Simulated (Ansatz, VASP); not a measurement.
**GaN: VASP beside Ansatz**

```xyz
4
Lattice="3.3041 0.0000 0.0000 -1.6521 2.8614 0.0000 0.0000 0.0000 4.7308" Properties=species:S:1:pos:R:3 pbc="T T T"
Ga    0.0000    1.9076    0.0000
Ga    1.6521    0.9538    2.3654
N     0.0000    1.9076    2.3654
N     1.6521    0.9538    4.7308
```

Alike in both runs: functional r2SCAN; k mesh 9 × 9 × 4; occupations gaussian, width 0.1 eV; no spin polarisation.

Ansatz relaxed the structure, and its values are those at the end. VASP's run is a single point on that final structure, the one shown.

|  | VASP | Ansatz |
| --- | --- | --- |
| version | VASP 6.6.1 | Ansatz 0.2.0 |
| potentials or method | VASP PAW PBE potentials, release 64 (Ga_d, N), cutoff 520 eV | scalar-relativistic, plane waves, PAW |
| valence electrons in the cell | 36 | 36 |

```csv
,VASP,Ansatz,Ansatz less VASP
gap on the k mesh at the Fermi level (eV),1.89,1.88,-0.008
least direct gap on the mesh (eV),1.89,1.88,-0.008
pressure (GPa),1.0,0.1,-0.92
```

VASP's potentials were made for PBE, not for r2SCAN. With one functional, cell and mesh, what is left measures potentials, basis and numerics.
